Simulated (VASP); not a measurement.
# Pt (P6_3/mmc) in VASP: a series of runs, part 2 of 3

VASP 6.6.1. Earlier steps stand in the parts before.

## Step 3: Single point, r2SCAN

This run uses another cell than the first one, of 14.45 Å³/atom, 1.026 times its volume.

POSCAR

```
Pt
1.0
    2.6936349402      0.0000000000      0.0000000000
   -1.3468174701      2.3327562867      0.0000000000
    0.0000000000      0.0000000000      4.5976996247
Pt
2
Direct
    0.3333333333      0.6666666667      0.2500000000
    0.6666666667      0.3333333333      0.7500000000
```

INCAR.step1

```
PREC = Accurate ; ENCUT = 520
ISMEAR = -1 ; SIGMA = 0.05
LREAL = F ; LASPH = T
NELM = 100 ; NBANDS = 17
GGA = PE ; ALGO = Normal
EDIFF = 1E-4 ; LWAVE = T
LCHARG = F
```

INCAR.step2

```
PREC = Accurate ; ENCUT = 520
EDIFF = 1E-7 ; ISMEAR = -1
SIGMA = 0.05 ; LREAL = F
LASPH = T ; NELM = 100
ALGO = Normal ; ISIF = 2
LWAVE = F ; LCHARG = F
METAGGA = R2SCAN ; LMIXTAU = T
NBANDS = 17 ; ISTART = 1
```

KPOINTS

```
Automatic mesh
0
Gamma
  8 8 5
```

Potentials or basis: VASP PAW PBE potentials, release 64 (Pt).

Command:

```console
cat potpaw_PBE.64/Pt/POTCAR > POTCAR
cp INCAR.step1 INCAR
mpirun -np 1 vasp_std > vasp.out
cp INCAR.step2 INCAR
mpirun -np 1 vasp_std > vasp.out
```

OUTCAR:

```text
PREC = Accurate
   ENCUT = 520
   EDIFF = 1E-7
   ISMEAR = -1
   LREAL = F
   LASPH = T
   NELM = 100
   ISIF = 2
   METAGGA = R2SCAN
   ISTART = 1

 ion  position               nearest neighbor table
   1  0.333  0.667  0.250-   2 2.78   2 2.78   2 2.78   2 2.78   2 2.78   2 2.78
   2  0.667  0.333  0.750-   1 2.78   1 2.78   1 2.78   1 2.78   1 2.78   1 2.78

  LATTYP: Found a hexagonal cell.
 ALAT       =     2.6936349402
 C/A-ratio  =     1.7068755517

  Lattice vectors:

 A1 = (   2.6936349402,   0.0000000000,   0.0000000000)
 A2 = (  -1.3468174701,   2.3327562867,   0.0000000000)
 A3 = (   0.0000000000,   0.0000000000,   4.5976996247)

Analysis of symmetry for initial positions (statically):
=====================================================================
 Subroutine PRICEL returns:
 Original cell was already a primitive cell.

 Routine SETGRP: Setting up the symmetry group for a
 hexagonal supercell.

 Subroutine GETGRP returns: Found 24 space group operations
 (whereof 12 operations were pure point group operations)
 out of a pool of 24 trial point group operations.

The static configuration has the point symmetry D_3d.
 The point group associated with its full space group is D_6h.

Analysis of symmetry for dynamics (positions and initial velocities):
=====================================================================
 Subroutine PRICEL returns:
 Original cell was already a primitive cell.

 Routine SETGRP: Setting up the symmetry group for a
 hexagonal supercell.

 Subroutine GETGRP returns: Found 24 space group operations
 (whereof 12 operations were pure point group operations)
 out of a pool of 24 trial point group operations.

The dynamic configuration has the point symmetry D_3d.
 The point group associated with its full space group is D_6h.

 Subroutine INISYM returns: Found 24 space group operations
 (whereof 12 operations are pure point group operations),
 and found     1 'primitive' translations

----------------------------------------------------------------------------------------

                                     Primitive cell

  volume of cell :      28.8901

  direct lattice vectors                    reciprocal lattice vectors
     2.693634940  0.000000000  0.000000000     0.371245556  0.214338721  0.000000000
    -1.346817470  2.332756287  0.000000000     0.000000000  0.428677443  0.000000000
     0.000000000  0.000000000  4.597699625     0.000000000  0.000000000  0.217500072

  length of vectors
     2.693634940  2.693634940  4.597699625     0.428677443  0.428677443  0.217500072

  position of ions in fractional coordinates (direct lattice)
     0.333333333  0.666666667  0.250000000
     0.666666667  0.333333333  0.750000000

  ion indices of the primitive-cell ions
   primitive index   ion index
                 1           1
                 2           2

----------------------------------------------------------------------------------------

 KPOINTS: Automatic mesh

Automatic generation of k-mesh.
 Grid dimensions read from file:
 generate k-points for:    8    8    5

 Generating k-lattice:

  Cartesian coordinates                     Fractional coordinates (reciprocal lattice)
     0.046405694  0.026792340  0.000000000     0.125000000  0.000000000  0.000000000
     0.000000000  0.053584680  0.000000000     0.000000000  0.125000000  0.000000000
     0.000000000  0.000000000  0.043500014     0.000000000  0.000000000  0.200000000

  Length of vectors
     0.053584680  0.053584680  0.043500014

  Shift w.r.t. Gamma in fractional coordinates (k-lattice)
     0.000000000  0.000000000  0.000000000

 Subroutine IBZKPT returns following result:
 ===========================================

 Found     30 irreducible k-points:

 Following reciprocal coordinates:
            Coordinates               Weight
  0.000000  0.000000  0.000000      1.000000
  0.125000 -0.000000  0.000000      6.000000
  0.250000 -0.000000  0.000000      6.000000
  0.375000 -0.000000  0.000000      6.000000
  0.500000 -0.000000  0.000000      3.000000
  0.125000  0.125000  0.000000      6.000000
[... 16 lines left out ...]
  0.250000 -0.000000  0.400000     12.000000
  0.375000 -0.000000  0.400000     12.000000
 [... further k-points ...]
   k-points           NKPTS =     30   k-points in BZ     NKDIM =     30   number of bands    NBANDS=     17
   number of dos      NEDOS =    301   number of ions     NIONS =      2
   total plane-waves  NPLWV =  14400
   dimension x,y,z NGX =    20 NGY =   20 NGZ =   36
   dimension x,y,z NGXF=    40 NGYF=   40 NGZF=   72
   ions per type =               2
   NGX,Y,Z   is equivalent  to a cutoff of  12.34, 12.34, 13.02 a.u.
   NGXF,Y,Z  is equivalent  to a cutoff of  24.69, 24.69, 26.03 a.u.
 SYSTEM =  unknown system
   PREC   = accura    normal or accurate (medium, high low for compatibility)
   ISTART =      1    job   : 0-new  1-cont  2-samecut
   ICHARG =      0    charge: 1-file 2-atom 10-const
   ISPIN  =      1    spin polarized calculation?
   LNONCOLLINEAR =      F non collinear calculations
   LSORBIT =      F    spin-orbit coupling
   LASPH  =      T    aspherical Exc in radial PAW
   ENCUT  =  520.0 eV  38.22 Ry    6.18 a.u.   5.01  5.01  8.55*2*pi/ulx,y,z
   NELM   =    100;   NELMIN=  2; NELMDL=  0     # of ELM steps
   EDIFF  = 0.1E-06   stopping-criterion for ELM
   LREAL  =      F    real-space projection
   EDIFFG = 0.1E-05   stopping-criterion for IOM
   NSW    =      0    number of steps for IOM
   IBRION =     -1    ionic relax: 0-MD 1-quasi-New 2-CG
   NFREE  =      0    steps in history (QN), initial steepest desc. (CG)
   ISIF   =      2    stress and relaxation
   ISYM   =      2    0-nonsym 1-usesym 2-fastsym
   POTIM  = 0.5000    time-step for ionic-motion
   TEBEG  =    0.0;   TEEND  =   0.0 temperature during run
   PSTRESS=    0.0 pullay stress
   NELECT =      20.0000    total number of electrons
   NUPDOWN=      -1.0000    fix difference up-down
   EMIN   =  10.00;   EMAX   =-10.00  energy-range for DOS
   EFERMI =   0.00;   METHOD = LEGACY
   ISMEAR =    -1;   SIGMA  =   0.05  broadening in eV -4-tet -1-fermi 0-gaus
   EFERMI_NEDOS =   21; number of points for ismear=-14 and -15
   IALGO  =     38    algorithm
   IMIX   =      4    mixing-type and parameters
     AMIX     =   0.40;   BMIX     =  1.00
     AMIX_MAG =   1.60;   BMIX_MAG =  1.00
  volume/ion in A,a.u.               =      14.45        97.48
  Fermi-wavevector in a.u.,A,eV,Ry     =   1.448222  2.736744 28.536154  2.097348
  Thomas-Fermi vector in A             =   2.566088
   LORBIT       =      0    0 simple, 1 ext, 2 COOP (PROOUT), +10 PAW based schemes
   METAGGA = R2SCAN    functional components
   LHFCALC =     F    Hartree Fock is set to
   AEXX    =    0.0000 exact exchange contribution
   IVDW    =     0    specifies the selected vdW correction
   LEPSILON=     F    determine dielectric tensor
   LRPA    =     F    only Hartree local field effects (RPA)
 non-spin polarized calculation
  energy-cutoff  :      520.00
  volume of cell :       28.89
 maximum number of plane-waves:       795
 NGX is ok and might be reduce to    20
   NGX =  9   NGY =  9   NGZ = 17

 number of electron      20.0000000 magnetization

 Free energy of the ion-electron system (eV)
  ---------------------------------------------------
  ext. energy  EPLUGINS =         0.00000000
  ---------------------------------------------------
  free energy    TOTEN  =      -102.75369313 eV

  energy without entropy =     -102.73163365  energy(sigma->0) =     -102.74266339

 E-fermi :  11.7907     XC(G=0): -14.9383

 val. band max:       11.7615679601   @ k =   0.2500   0.1250   0.0000
 cond. band min:      11.7923130836   @ k =   0.5000  -0.0000   0.4000
 fundamental gap:      0.0307451235
 Fermi energy:        11.7907002873

 k-point     1 :       0.0000    0.0000    0.0000
  band No.  band energies     occupation
      1       0.8551      2.00000
      2       3.6623      2.00000
      3       7.2831      2.00000
      4       7.7631      2.00000
      5       7.7631      2.00000
      6       8.2325      2.00000
[... 9 lines left out ...]
     16      30.1063      0.00000
     17      34.6756      0.00000

 k-point     2 :       0.1250   -0.0000    0.0000
  band No.  band energies     occupation
      1       1.4752      2.00000
      2       4.2089      2.00000
      3       7.0348      2.00000
      4       7.8220      2.00000
      5       8.0872      2.00000
      6       8.2596      2.00000
[... 9 lines left out ...]
     16      30.6935      0.00000
     17      32.4653      0.00000
[... 421 lines left out ...]
 k-point    24 :       0.3750   -0.0000    0.4000
  band No.  band energies     occupation
      1       4.1454      2.00000
      2       4.5708      2.00000
      3       5.7733      2.00000
      4       6.0340      2.00000
      5       9.0797      2.00000
      6       9.1559      2.00000
[... 9 lines left out ...]
     16      28.3538      0.00000
     17      28.8640      0.00000

 [... further k-points ...]
[... 5 lines left out ...]
  --------------------------------------------------------------------------------------
  -------------------------------------------------------------------------------------
  Total        3.8180256      3.8180256      3.7613912     -0.0000000      0.0000000      0.0000000
  in kB      211.7389348    211.7389348    208.5981202     -0.0000000      0.0000000      0.0000000
  external PRESSURE =     210.6919966 kB  Pullay stress =       0.0000000 kB

 VOLUME and BASIS-vectors are now :
 -----------------------------------------------------------------------------
  energy-cutoff  :      520.00
  volume of cell :       28.89
      direct lattice vectors                 reciprocal lattice vectors
     2.693634940  0.000000000  0.000000000     0.371245556  0.214338721  0.000000000
    -1.346817470  2.332756287  0.000000000     0.000000000  0.428677443  0.000000000
     0.000000000  0.000000000  4.597699625     0.000000000  0.000000000  0.217500072

 POSITION                                       TOTAL-FORCE (eV/Angst)
 -----------------------------------------------------------------------------------
     -0.00000      1.55517      1.14942         0.000000      0.000000     -0.000000
      1.34682      0.77759      3.44827        -0.000000     -0.000000      0.000000
 -----------------------------------------------------------------------------------
    total drift:                               -0.000000      0.000000     -0.000000

  FREE ENERGIE OF THE ION-ELECTRON SYSTEM (eV)
  ---------------------------------------------------
  free  energy   TOTEN  =      -102.7536931337 eV

  energy  without entropy=     -102.7316336454  energy(sigma->0) =     -102.74266339
```

OSZICAR.step1:

```text
N       E                     dE             d eps       ncg     rms          rms(c)
DAV:   1     0.105090807078E+03    0.10509E+03   -0.10605E+04  1028   0.115E+03
DAV:   2    -0.108042280031E+02   -0.11590E+03   -0.10986E+03  1094   0.250E+02
DAV:   3    -0.126206547349E+02   -0.18164E+01   -0.18012E+01  1213   0.316E+01
DAV:   4    -0.126296096080E+02   -0.89549E-02   -0.89536E-02  1223   0.236E+00
DAV:   5    -0.126296938404E+02   -0.84232E-04   -0.84231E-04  1275   0.235E-01    0.210E+01
DAV:   6    -0.119946036703E+02    0.63509E+00   -0.87402E-01  1054   0.852E+00    0.113E+01
DAV:   7    -0.119066294005E+02    0.87974E-01   -0.24460E-01  1176   0.450E+00    0.283E+00
DAV:   8    -0.118975384622E+02    0.90909E-02   -0.30622E-02  1118   0.147E+00    0.784E-01
DAV:   9    -0.118971564225E+02    0.38204E-03   -0.44653E-04  1214   0.181E-01    0.845E-02
DAV:  10    -0.118971676368E+02   -0.11214E-04   -0.11966E-05   555   0.246E-02
   1 F= -.11897168E+02 E0= -.11885443E+02  d E =-.234483E-01
```

Run time: 25 s. Hardware: 1 thread of Intel Xeon 6975P-C (Granite Rapids), shared host; peak memory 0.15 GiB.

Results:

* Free energy: -102.7537 eV
* Pressure: 21.1 GPa
* Band gap on the k mesh: zero (band 10 reaches 12.39 eV, above the bottom of band 11 at 11.02 eV)

Levels at points of the mesh, in eV from the Fermi level:
```csv
k point,band 7,band 8,band 9,band 10,band 11,band 12,band 13,band 14
"(0.00, 0.00, 0.00)",-3.56,-2.29,-2.29,-0.79,-0.28,-0.28,5.85,15.84
"(0.50, 0.00, 0.00)",-3.08,0.07,0.33,0.60,2.64,4.29,8.26,9.93
```

Caveat: the PAW data sets were made with another functional, which shifts forces and pressure a little; spin-orbit coupling is left out, which moves the levels of the heavy elements.

(Part 2 of 3 ends here.)
